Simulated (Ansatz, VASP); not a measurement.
**NaF in VASP and in Ansatz**

```xyz
2
Lattice="-0.7346 2.0200 2.0200 2.0200 -0.7346 2.0200 2.0200 2.0200 -0.7346" Properties=species:S:1:pos:R:3 pbc="T T T"
Na    0.0000    0.0000    0.0000
F     1.6527    1.6527    1.6527
```

Alike in both runs: task single point; functional PBE; k mesh 10 × 10 × 10; occupations gaussian, width 0.05 eV; no spin polarisation.

```csv
,VASP,Ansatz
version,VASP 6.6.1,Ansatz 0.2.0
potentials or method,"VASP PAW PBE potentials, release 64 (Na_pv, F), cutoff 520 eV","scalar-relativistic, plane waves, PAW"
valence electrons in the cell,14,16
```

Ansatz gave:

- gap on the k mesh at the Fermi level (eV): 5.44
- least direct gap on the mesh (eV): 5.46
- pressure (GPa): -1.7
- traceless stress, the component that is largest in VASP (GPa): 1.30

Estimate VASP's values.

gap on the k mesh at the Fermi level (eV): 5.43; least direct gap on the mesh (eV): 5.45; pressure (GPa): -1.9; traceless stress, the component that is largest in VASP (GPa): 1.29.

VASP's potentials hold 14 valence electrons a cell and Ansatz's 16, so a difference there can come from the potentials and not from the codes.
